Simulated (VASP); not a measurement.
**Al2O: single point with PBE**

The system is Al2O, a slab with vacuum.

```
CELL_PARAMETERS angstrom
4.02444 0.00000 0.00000
2.01222 3.48527 0.00000
0.00000 0.00000 11.75040
ATOMIC_POSITIONS crystal
Al 0.33333 0.33333 0.32522
Al 0.00000 0.00000 0.46504
Al 0.66667 0.66667 0.60487
Al 0.33333 0.33333 0.74469
O 0.00000 0.00000 0.25531
O 0.33333 0.33333 0.53496
```

```json
{
 "Program": "VASP 6.6.1",
 "Task": "single point",
 "Functional": "PBE",
 "Potentials or basis": "VASP PAW PBE potentials, release 64 (Al, O)",
 "Cutoff": "520 eV",
 "k mesh": "5 × 5 × 1",
 "Occupations": "methfessel-paxton, width 0.2 eV",
 "Spin": "no spin polarisation",
 "Dipole correction": "yes",
 "Further INCAR settings": "ALGO = Normal; EDIFF = 1e-06; NBANDS = 21"
}
```

```json
{
 "Largest force": "2.917 eV/Å",
 "Band gap on the k mesh": "zero (band 12 reaches 1.82 eV, above the bottom of band 13 at 1.26 eV)"
}
```

Forces on the atoms (eV/Å):
```
Al   0.000  0.000 -1.873
Al   0.000  0.000 -0.311
Al   0.000  0.000  0.194
Al   0.000  0.000 -0.598
O    0.000  0.000  2.917
O    0.000  0.000 -0.328
```

Levels at points of the mesh, in eV from the Fermi level:
```csv
k point,band 8,band 9,band 10,band 11,band 12,band 13,band 14,band 15,band 16,band 17
"(0.00, 0.00, 0.00)",-3.16,-2.74,-2.74,-1.33,0.47,1.88,1.88,2.13,3.73,3.73
```

Run time: 46 s on 1 thread of Intel Xeon 8259CL, on a shared host, peak memory 0.26 GiB.

Caveat: the k points lie up to 0.36 Å⁻¹ apart.
